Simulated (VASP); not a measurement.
# Ta2N (P-31m) in VASP: a series of runs

Runs on Ta2N. Level: LDA. Tasks: single point.

All numbers are computed with VASP 6.6.1; they aren't measurements. Logs are shortened: lines on timing, memory, paths and dates and some standing lists are left out, and cuts for length are marked.

**1. The cell of the first run**

The structure is trigonal, space group P-31m (No. 162). The conventional cell has a = 5.195 Å, b = 5.195 Å, c = 4.948 Å, α = 90.00°, β = 90.00°, γ = 120.00°. Within 2.8 Å of Ta (site symmetry m) lie 3 N at 2.12 to 2.14 Å. Within 2.8 Å of N (site symmetry 32) lie 6 Ta at 2.14 Å. N (site symmetry -3m) has 6 Ta at 2.12 Å within 2.8 Å.

**2. Single point, LDA (c/a of the conventional cell at fixed volume 0.9526)**

Contents of INCAR:

```
SYSTEM = Ta2N
  PREC = Accurate
  ENCUT = 520
  EDIFF = 1E-7
  ISMEAR = 0
  SIGMA = 0.15
  LREAL = .FALSE.
  LASPH = .TRUE.
  NELM = 60
  ALGO = Normal
  ISIF = 2
  LWAVE = .FALSE.
  LCHARG = .FALSE.
  GGA = CA
  NBANDS = 50
```

Contents of KPOINTS:

```
Automatic mesh
0
G
  9 9 8
  0 0 0
```

Contents of POSCAR:

```
Ta2N
1.0
    5.1945250684      0.0000000000      0.0000000000
   -2.5972625342      4.4985906699      0.0000000000
    0.0000000000      0.0000000000      4.9483045802
Ta N
6 3
Direct
    0.6669289619      0.6669289619      0.7526041962
    0.0000000000      0.3330710381      0.7526041962
    0.3330710381      0.0000000000      0.7526041962
    0.3330710381      0.3330710381      0.2473958038
    0.0000000000      0.6669289619      0.2473958038
    0.6669289619      0.0000000000      0.2473958038
    0.6666666667      0.3333333333      0.5000000000
    0.3333333333      0.6666666667      0.5000000000
    0.0000000000      0.0000000000      0.0000000000
```

Potentials or basis: VASP PAW LDA potentials, release 64 (Ta_pv, N).

The run is started by

```
cat potpaw_LDA.64/Ta_pv/POTCAR potpaw_LDA.64/N/POTCAR > POTCAR
mpirun -np 1 vasp_std > vasp.out
```

OUTCAR:

```text
SYSTEM = Ta2N
   PREC = Accurate
   ENCUT = 520
   EDIFF = 1E-7
   ISMEAR = 0
   LREAL = .FALSE.
   LASPH = .TRUE.
   NELM = 60
   ISIF = 2
   GGA = CA

 ion  position               nearest neighbor table
   1  0.667  0.667  0.753-   9 2.12   8 2.14   7 2.14   3 3.00   2 3.00   5 3.00   6 3.00   3 3.00
                             2 3.00   2 3.00   3 3.00   4 3.00   5 3.04   6 3.04   4 3.04
   2  0.000  0.333  0.753-   9 2.12   7 2.14   8 2.14   3 3.00   1 3.00   4 3.00   6 3.00   3 3.00
                             1 3.00   1 3.00   3 3.00   5 3.00   4 3.04   6 3.04   5 3.04
   3  0.333  0.000  0.753-   9 2.12   8 2.14   7 2.14   2 3.00   1 3.00   4 3.00   5 3.00   1 3.00
                             2 3.00   2 3.00   1 3.00   6 3.00   4 3.04   5 3.04   6 3.04
   4  0.333  0.333  0.247-   9 2.12   7 2.14   8 2.14   6 3.00   5 3.00   2 3.00   3 3.00   6 3.00
                             5 3.00   5 3.00   6 3.00   1 3.00   2 3.04   3 3.04   1 3.04
   5  0.000  0.667  0.247-   9 2.12   8 2.14   7 2.14   6 3.00   4 3.00   1 3.00   3 3.00   6 3.00
                             4 3.00   4 3.00   6 3.00   2 3.00   1 3.04   3 3.04   2 3.04
   6  0.667  0.000  0.247-   9 2.12   7 2.14   8 2.14   5 3.00   4 3.00   1 3.00   2 3.00   4 3.00
                             5 3.00   4 3.00   5 3.00   3 3.00   1 3.04   2 3.04   3 3.04
   7  0.667  0.333  0.500-   2 2.14   6 2.14   3 2.14   5 2.14   4 2.14   1 2.14
   8  0.333  0.667  0.500-   5 2.14   3 2.14   6 2.14   2 2.14   1 2.14   4 2.14
   9  0.000  0.000  0.000-   3 2.12   6 2.12   1 2.12   4 2.12   5 2.12   2 2.12

  LATTYP: Found a hexagonal cell.
 ALAT       =     5.1945250684
 C/A-ratio  =     0.9526000000

  Lattice vectors:

 A1 = (   5.1945250684,   0.0000000000,   0.0000000000)
 A2 = (  -2.5972625342,   4.4985906699,   0.0000000000)
 A3 = (   0.0000000000,   0.0000000000,   4.9483045802)

Analysis of symmetry for initial positions (statically):
=====================================================================
 Subroutine PRICEL returns:
 Original cell was already a primitive cell.

 Routine SETGRP: Setting up the symmetry group for a
 hexagonal supercell.

 Subroutine GETGRP returns: Found 12 space group operations
 (whereof 12 operations were pure point group operations)
 out of a pool of 24 trial point group operations.

The static configuration has the point symmetry D_3d.

Analysis of symmetry for dynamics (positions and initial velocities):
=====================================================================
 Subroutine PRICEL returns:
 Original cell was already a primitive cell.

 Routine SETGRP: Setting up the symmetry group for a
 hexagonal supercell.

 Subroutine GETGRP returns: Found 12 space group operations
 (whereof 12 operations were pure point group operations)
 out of a pool of 24 trial point group operations.
[... 123 lines left out ...]
   POTIM  = 0.5000    time-step for ionic-motion
   TEBEG  =    0.0;   TEEND  =   0.0 temperature during run
   PSTRESS=    0.0 pullay stress
   NELECT =      81.0000    total number of electrons
   NUPDOWN=      -1.0000    fix difference up-down
   EMIN   =  10.00;   EMAX   =-10.00  energy-range for DOS
   EFERMI =   0.00;   METHOD = LEGACY
   ISMEAR =     0;   SIGMA  =   0.15  broadening in eV -4-tet -1-fermi 0-gaus
   EFERMI_NEDOS =   21; number of points for ismear=-14 and -15
   IALGO  =     38    algorithm
   IMIX   =      4    mixing-type and parameters
     AMIX     =   0.40;   BMIX     =  1.00
     AMIX_MAG =   1.60;   BMIX_MAG =  1.00
  volume/ion in A,a.u.               =      12.85        86.70
  Fermi-wavevector in a.u.,A,eV,Ry     =   1.453930  2.747530 28.761537  2.113913
  Thomas-Fermi vector in A             =   2.571140
   LORBIT       =      0    0 simple, 1 ext, 2 COOP (PROOUT), +10 PAW based schemes
   GGA     = CA    functional components
   LHFCALC =     F    Hartree Fock is set to
   AEXX    =    0.0000 exact exchange contribution
   IVDW    =     0    specifies the selected vdW correction
   LEPSILON=     F    determine dielectric tensor
   LRPA    =     F    only Hartree local field effects (RPA)
 non-spin polarized calculation
 Gauss-broadening in eV      SIGMA  =   0.15
  energy-cutoff  :      520.00
  volume of cell :      115.63
 maximum number of plane-waves:      3132
 NGX is ok and might be reduce to    40
   NGX = 19   NGY = 19   NGZ = 19

 number of electron      81.0000004 magnetization

 Free energy of the ion-electron system (eV)
  ---------------------------------------------------
  ext. energy  EPLUGINS =         0.00000000
  ---------------------------------------------------
  free energy    TOTEN  =      -114.07326326 eV

  energy without entropy =     -114.03855268  energy(sigma->0) =     -114.05590797

 E-fermi :   7.7086     XC(G=0): -13.3469

 val. band max:        7.7023262555   @ k =   0.1111  -0.0000   0.0000
 cond. band min:       7.7197122866   @ k =   0.4444   0.0000   0.3750
 fundamental gap:      0.0173860312
 Fermi energy:         7.7085868644

 k-point     1 :       0.0000    0.0000    0.0000
  band No.  band energies     occupation
      1     -27.8636      2.00000
      2     -27.4343      2.00000
      3     -27.2465      2.00000
      4     -27.2465      2.00000
      5     -27.2328      2.00000
      6     -27.2328      2.00000
[... 1261 lines left out ...]
     49      10.7509      0.00000
     50      11.1741      0.00000

 [... further k-points ...]
[... 5 lines left out ...]
  --------------------------------------------------------------------------------------
  -------------------------------------------------------------------------------------
  Total        2.3693875      2.3693875     -1.4318406      0.0000000      0.0000000      0.0000000
  in kB       32.8297768     32.8297768    -19.8393068      0.0000000      0.0000000      0.0000000
  external PRESSURE =      15.2734156 kB  Pullay stress =       0.0000000 kB

 VOLUME and BASIS-vectors are now :
 -----------------------------------------------------------------------------
  energy-cutoff  :      520.00
  volume of cell :      115.63
      direct lattice vectors                 reciprocal lattice vectors
     5.194525068  0.000000000  0.000000000     0.192510381  0.111145920  0.000000000
    -2.597262534  4.498590670  0.000000000     0.000000000  0.222291841  0.000000000
     0.000000000  0.000000000  4.948304580     0.000000000  0.000000000  0.202089419

 POSITION                                       TOTAL-FORCE (eV/Angst)
 -----------------------------------------------------------------------------------
      1.73219      3.00024      3.72411        -0.026047     -0.045114      0.035798
     -0.86507      1.49835      3.72411        -0.026047      0.045114      0.035798
      1.73015      0.00000      3.72411         0.052094     -0.000000      0.035798
      0.86507      1.49835      1.22419         0.026047      0.045114     -0.035798
     -1.73219      3.00024      1.22419         0.026047     -0.045114     -0.035798
      3.46438      0.00000      1.22419        -0.052094     -0.000000     -0.035798
      2.59726      1.49953      2.47415        -0.000000     -0.000000      0.000000
     -0.00000      2.99906      2.47415        -0.000000     -0.000000     -0.000000
      0.00000      0.00000      0.00000        -0.000000     -0.000000      0.000000
 -----------------------------------------------------------------------------------
    total drift:                                0.000000     -0.000000      0.000000

  FREE ENERGIE OF THE ION-ELECTRON SYSTEM (eV)
  ---------------------------------------------------
  free  energy   TOTEN  =      -114.0732632588 eV

  energy  without entropy=     -114.0385526835  energy(sigma->0) =     -114.05590797
```

Run time: 4.4 min. Hardware: 1 thread of Intel Xeon 6975P-C (Granite Rapids), shared host; peak memory 0.43 GiB.

What came out:

| Item | Value |
| --- | --- |
| Free energy | -114.0733 eV |
| Pressure | 1.5 GPa |
| Largest force | 0.063 eV/Å |

Forces on the atoms (eV/Å):
```
Ta  -0.026 -0.045  0.036
Ta  -0.026  0.045  0.036
Ta   0.052  0.000  0.036
Ta   0.026  0.045 -0.036
Ta   0.026 -0.045 -0.036
Ta  -0.052  0.000 -0.036
N    0.000  0.000  0.000
N    0.000  0.000  0.000
N    0.000  0.000  0.000
```

Levels at points of the mesh, in eV from the Fermi level:
| k point | band 37 | band 38 | band 39 | band 40 | band 41 | band 42 | band 43 | band 44 | band 45 | band 46 |
| --- | --- | --- | --- | --- | --- | --- | --- | --- | --- | --- |
| (0.00, 0.00, 0.00) | -1.60 | -1.06 | -0.49 | -0.47 | -0.47 | -0.15 | -0.15 | 0.86 | 0.86 | 1.83 |
| (0.00, 0.00, 0.50) | -1.69 | -1.69 | -1.35 | -1.35 | -1.11 | 0.66 | 0.66 | 0.77 | 2.17 | 2.17 |

Caveat: spin-orbit coupling is left out, which moves the levels of the heavy elements.

**3. Single point, LDA (c/a of the conventional cell at fixed volume 1.0087)**

Contents of INCAR:

```
  PREC = Accurate
  ENCUT = 520
  EDIFF = 1E-7
  ISMEAR = 0
  SIGMA = 0.15
  LREAL = F
  LASPH = T
  NELM = 80
  ALGO = Normal
  ISIF = 2
  LWAVE = F
  LCHARG = F
  NBANDS = 50
```

Contents of KPOINTS:

```
regular mesh
0
Gamma
  9 9 8
```

Contents of POSCAR:

```
Ta2N
1.0
    5.0963826899      0.0000000000      0.0000000000
   -2.5481913449      4.4135968768      0.0000000000
    0.0000000000      0.0000000000      5.1407212193
Ta N
6 3
Direct
    0.6310702833      0.6310702833      0.7526041962
    0.0000000000      0.3689297167      0.7526041962
    0.3689297167      0.0000000000      0.7526041962
    0.3689297167      0.3689297167      0.2473958038
    0.0000000000      0.6310702833      0.2473958038
    0.6310702833      0.0000000000      0.2473958038
    0.6666666667      0.3333333333      0.5000000000
    0.3333333333      0.6666666667      0.5000000000
    0.0000000000      0.0000000000      0.0000000000
```

Potentials or basis: VASP PAW LDA potentials, release 64 (Ta_pv, N).

The run is started by

```
cat potpaw_LDA.64/Ta_pv/POTCAR potpaw_LDA.64/N/POTCAR > POTCAR
mpirun -np 1 vasp_std > vasp.out
```

It took 10 min on 1 thread of Oxide Virtual Turin-like, shared host; peak memory 0.4 GiB.

The run converged. Its results:

| Quantity | Value |
| --- | --- |
| Free energy | -111.0695 eV |
| Pressure | 11.2 GPa |
| Largest force | 5.180 eV/Å |

Forces on the atoms (eV/Å):
```
Ta   2.480  4.296  1.489
Ta   2.480 -4.296  1.489
Ta  -4.961  0.000  1.489
Ta  -2.480 -4.296 -1.489
Ta  -2.480  4.296 -1.489
Ta   4.961  0.000 -1.489
N    0.000  0.000  0.000
N    0.000  0.000  0.000
N    0.000  0.000  0.000
```

Stress tensor (GPa, compression positive):
```
18.29  0.00  0.00
 0.00 18.29  0.00
 0.00  0.00 -3.09
```

Levels at points of the mesh, in eV from the Fermi level:
```csv
k point,band 37,band 38,band 39,band 40,band 41,band 42,band 43,band 44,band 45,band 46
"(0.00, 0.00, 0.00)",-1.77,-1.31,-0.38,-0.36,-0.36,-0.34,-0.34,1.39,1.39,1.79
"(0.00, 0.00, 0.50)",-1.46,-1.46,-0.93,-0.62,-0.62,0.48,0.48,0.68,2.11,2.11
```

Caveat: spin-orbit coupling is left out, which moves the levels of the heavy elements; forces of over 1 eV/Å act on the atoms, so gaps and moduli don't describe the material at rest.

**4. Single point, LDA (c/a of the conventional cell at fixed volume 0.9900)**

Contents of INCAR:

```
PREC = Accurate ; ENCUT = 520
EDIFF = 1E-6 ; ISMEAR = 0
SIGMA = 0.15 ; LREAL = False
LASPH = True ; NELM = 80
ALGO = Normal ; ISIF = 2
LWAVE = False ; LCHARG = False
GGA = CA ; NBANDS = 50
```

KPOINTS is that of step 3.

Contents of POSCAR:

```
Ta2N
1.0
    5.1282710815      0.0000000000      0.0000000000
   -2.5641355407      4.4412130340      0.0000000000
    0.0000000000      0.0000000000      5.0769883706
Ta N
6 3
Direct
    0.6430231761      0.6430231761      0.7526041962
    0.0000000000      0.3569768239      0.7526041962
    0.3569768239      0.0000000000      0.7526041962
    0.3569768239      0.3569768239      0.2473958038
    0.0000000000      0.6430231761      0.2473958038
    0.6430231761      0.0000000000      0.2473958038
    0.6666666667      0.3333333333      0.5000000000
    0.3333333333      0.6666666667      0.5000000000
    0.0000000000      0.0000000000      0.0000000000
```

The run is started by

```
cat potpaw_LDA.64/Ta_pv/POTCAR potpaw_LDA.64/N/POTCAR > POTCAR
mpirun -np 1 vasp_std > vasp.out
```

Wall time 7.2 min (1 thread of Oxide Virtual Turin-like, shared host); peak memory 0.4 GiB.

Results (log left out):

```yaml
Free_energy: -112.7345 eV
Pressure: 5.8 GPa
Largest_force: 3.430 eV/Å
```

Forces on the atoms (eV/Å):
```
Ta   1.615  2.798  1.151
Ta   1.615 -2.798  1.151
Ta  -3.231  0.000  1.151
Ta  -1.615 -2.798 -1.151
Ta  -1.615  2.798 -1.151
Ta   3.231  0.000 -1.151
N    0.000  0.000  0.000
N    0.000  0.000  0.000
N    0.000  0.000  0.000
```

Stress tensor (GPa, compression positive):
```
10.93  0.00  0.00
 0.00 10.93  0.00
 0.00  0.00 -4.57
```

Levels at points of the mesh, in eV from the Fermi level:
```csv
k point,band 37,band 38,band 39,band 40,band 41,band 42,band 43,band 44,band 45,band 46
"(0.00, 0.00, 0.00)",-1.87,-1.30,-0.54,-0.54,-0.52,-0.34,-0.34,1.18,1.18,1.89
"(0.00, 0.00, 0.50)",-1.71,-1.71,-1.00,-0.99,-0.99,0.52,0.65,0.65,2.10,2.10
```

Caveat: spin-orbit coupling is left out, which moves the levels of the heavy elements; forces of over 1 eV/Å act on the atoms, so gaps and moduli don't describe the material at rest.

**5. Single point, LDA (c/a of the conventional cell at fixed volume 0.8592)**

Contents of INCAR:

```
ALGO = Normal
EDIFF = 1E-6
ENCUT = 520
ISIF = 2
ISMEAR = 0
LASPH = True
LCHARG = False
LREAL = False
LWAVE = False
NBANDS = 50
NELM = 60
PREC = Accurate
SIGMA = 0.15
```

Contents of KPOINTS:

```
k-points
0
Gamma
  9 9 8
```

Contents of POSCAR:

```
Ta2N
1.0
    5.3763138840      0.0000000000      0.0000000000
   -2.6881569420      4.6560244023      0.0000000000
    0.0000000000      0.0000000000      4.6193288891
Ta N
6 3
Direct
    0.6908347477      0.6908347477      0.7526041962
    0.0000000000      0.3091652523      0.7526041962
    0.3091652523      0.0000000000      0.7526041962
    0.3091652523      0.3091652523      0.2473958038
    0.0000000000      0.6908347477      0.2473958038
    0.6908347477      0.0000000000      0.2473958038
    0.6666666667      0.3333333333      0.5000000000
    0.3333333333      0.6666666667      0.5000000000
    0.0000000000      0.0000000000      0.0000000000
```

Potentials or basis: VASP PAW LDA potentials, release 64 (Ta_pv, N).

The run is started by

```
cat potpaw_LDA.64/Ta_pv/POTCAR potpaw_LDA.64/N/POTCAR > POTCAR
mpirun -np 1 vasp_std > vasp.out
```

OUTCAR:

```text
EDIFF = 1E-6
   ENCUT = 520
   ISIF = 2
   ISMEAR = 0
   LASPH = True
   LREAL = False
   NELM = 60
   PREC = Accurate

 ion  position               nearest neighbor table
   1  0.691  0.691  0.753-   9 2.02   8 2.20   7 2.20   5 2.83   6 2.83   5 2.87   6 2.87   3 2.88
                             2 2.88   4 3.07   4 3.11   3 3.22   2 3.22   2 3.22   3 3.22
   2  0.000  0.309  0.753-   9 2.02   7 2.20   8 2.20   4 2.83   6 2.83   4 2.87   6 2.87   3 2.88
                             1 2.88   5 3.07   5 3.11   3 3.22   1 3.22   1 3.22   3 3.22
   3  0.309  0.000  0.753-   9 2.02   8 2.20   7 2.20   5 2.83   4 2.83   4 2.87   5 2.87   2 2.88
                             1 2.88   6 3.07   6 3.11   1 3.22   2 3.22   2 3.22   1 3.22
   4  0.309  0.309  0.247-   9 2.02   7 2.20   8 2.20   2 2.83   3 2.83   2 2.87   3 2.87   6 2.88
                             5 2.88   1 3.07   1 3.11   6 3.22   5 3.22   5 3.22   6 3.22
   5  0.000  0.691  0.247-   9 2.02   8 2.20   7 2.20   1 2.83   3 2.83   1 2.87   3 2.87   6 2.88
                             4 2.88   2 3.07   2 3.11   6 3.22   4 3.22   4 3.22   6 3.22
   6  0.691  0.000  0.247-   9 2.02   7 2.20   8 2.20   2 2.83   1 2.83   2 2.87   1 2.87   5 2.88
                             4 2.88   3 3.07   3 3.11   4 3.22   5 3.22   4 3.22   5 3.22
   7  0.667  0.333  0.500-   2 2.20   6 2.20   3 2.20   5 2.20   4 2.20   1 2.20
   8  0.333  0.667  0.500-   5 2.20   3 2.20   6 2.20   2 2.20   1 2.20   4 2.20
   9  0.000  0.000  0.000-   3 2.02   6 2.02   1 2.02   4 2.02   5 2.02   2 2.02
[... 211 lines left out ...]
      4     -27.3817      2.00000
      5     -27.2581      2.00000
      6     -27.2402      2.00000
[... 1261 lines left out ...]
     49      10.8011      0.00000
     50      10.9687      0.00000

 [... further k-points ...]
[... 5 lines left out ...]
  --------------------------------------------------------------------------------------
  -------------------------------------------------------------------------------------
  Total        1.0065677      1.0065677     17.6788769      0.0000000      0.0000000      0.0000000
  in kB       13.9468077     13.9468077    244.9551106      0.0000000      0.0000000      0.0000000
  external PRESSURE =      90.9495753 kB  Pullay stress =       0.0000000 kB

 VOLUME and BASIS-vectors are now :
 -----------------------------------------------------------------------------
  energy-cutoff  :      520.00
  volume of cell :      115.63
      direct lattice vectors                 reciprocal lattice vectors
     5.376313884  0.000000000  0.000000000     0.186001045  0.107387753  0.000000000
    -2.688156942  4.656024402  0.000000000     0.000000000  0.214775507  0.000000000
     0.000000000  0.000000000  4.619328889     0.000000000  0.000000000  0.216481663

 POSITION                                       TOTAL-FORCE (eV/Angst)
 -----------------------------------------------------------------------------------
      1.85707      3.21654      3.47653        -1.790169     -3.100664     -1.828219
     -0.83108      1.43948      3.47653        -1.790169      3.100664     -1.828219
      1.66217      0.00000      3.47653         3.580339      0.000000     -1.828219
      0.83108      1.43948      1.14280         1.790169      3.100664      1.828219
     -1.85707      3.21654      1.14280         1.790169     -3.100664      1.828219
      3.71414      0.00000      1.14280        -3.580339      0.000000      1.828219
      2.68816      1.55201      2.30966         0.000000      0.000000      0.000000
     -0.00000      3.10402      2.30966        -0.000000      0.000000      0.000000
      0.00000      0.00000      0.00000        -0.000000      0.000000      0.000000
 -----------------------------------------------------------------------------------
    total drift:                                0.000000     -0.000000      0.000000

  FREE ENERGIE OF THE ION-ELECTRON SYSTEM (eV)
  ---------------------------------------------------
  free  energy   TOTEN  =      -112.2973355086 eV

  energy  without entropy=     -112.2494559432  energy(sigma->0) =     -112.27339573
```

stdout:

```text
POSCAR found type information on POSCAR TaN
 POSCAR found :  2 types and       9 ions
 scaLAPACK will be used
 LDA part: xc-table for (Slater(with rela. corr.)+CA(PZ))
 , standard interpolation
 POSCAR, INCAR and KPOINTS ok, starting setup
 FFT: planning ... GRIDC
 FFT: planning ... GRID_SOFT
 FFT: planning ... GRID
 WAVECAR not read
 entering main loop
```

Wall time 12 min (1 thread of Oxide Virtual Turin-like, shared host); peak memory 0.38 GiB.

Results:

| Quantity | Value |
| --- | --- |
| Free energy | -112.2973 eV |
| Pressure | 9.1 GPa |
| Largest force | 4.020 eV/Å |

Forces in eV/Å, atoms in the order of the input:
```
Ta  -1.790 -3.101 -1.828
Ta  -1.790  3.101 -1.828
Ta   3.580  0.000 -1.828
Ta   1.790  3.101  1.828
Ta   1.790 -3.101  1.828
Ta  -3.580  0.000  1.828
N    0.000  0.000  0.000
N    0.000  0.000  0.000
N    0.000  0.000  0.000
```

Caveat: spin-orbit coupling is left out, which moves the levels of the heavy elements; forces of over 1 eV/Å act on the atoms, so gaps and moduli don't describe the material at rest.

(Part 1 of 2 ends here.)
